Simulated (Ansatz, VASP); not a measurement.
## Two plane-wave programs on WS2

```
CELL_PARAMETERS angstrom
3.14608 0.00000 0.00000
-1.57304 2.72459 0.00000
0.00000 0.00000 12.19642
ATOMIC_POSITIONS crystal
W 0.33333 0.66667 0.25000
W 0.66667 0.33333 0.75000
S 0.33333 0.66667 0.62168
S 0.66667 0.33333 0.12168
S 0.33333 0.66667 0.87832
S 0.66667 0.33333 0.37832
```

Change from the starting cell: strain along c alone, the other axes held, atoms relaxed: -4.0 %.

Alike in both runs: functional PBEsol; k mesh 12 × 12 × 2; occupations gaussian, width 0.02 eV; no spin polarisation.

Ansatz relaxed the structure, and its values are those at the end. VASP's run is a single point on that final structure, the one shown.

|  | VASP | Ansatz |
| --- | --- | --- |
| version | VASP 6.6.1 | Ansatz 0.2.0 |
| potentials or method | VASP PAW PBE potentials, release 64 (W_sv, S), cutoff 520 eV | scalar-relativistic, plane waves, PAW |
| valence electrons in the cell | 52 | 52 |

```tsv
	VASP	Ansatz	Ansatz less VASP
gap on the k mesh at the Fermi level (eV)	0.90	0.88	-0.018
least direct gap on the mesh (eV)	1.83	1.83	-0.004
pressure (GPa)	0.8	0.6	-0.13
rms of the force components (eV/Å)	0.011	0.002	-0.0097
```

VASP's potentials were made for PBE, not for PBEsol. Ansatz's warnings: stress scf threshold loose.

Neither program's run includes spin-orbit coupling.
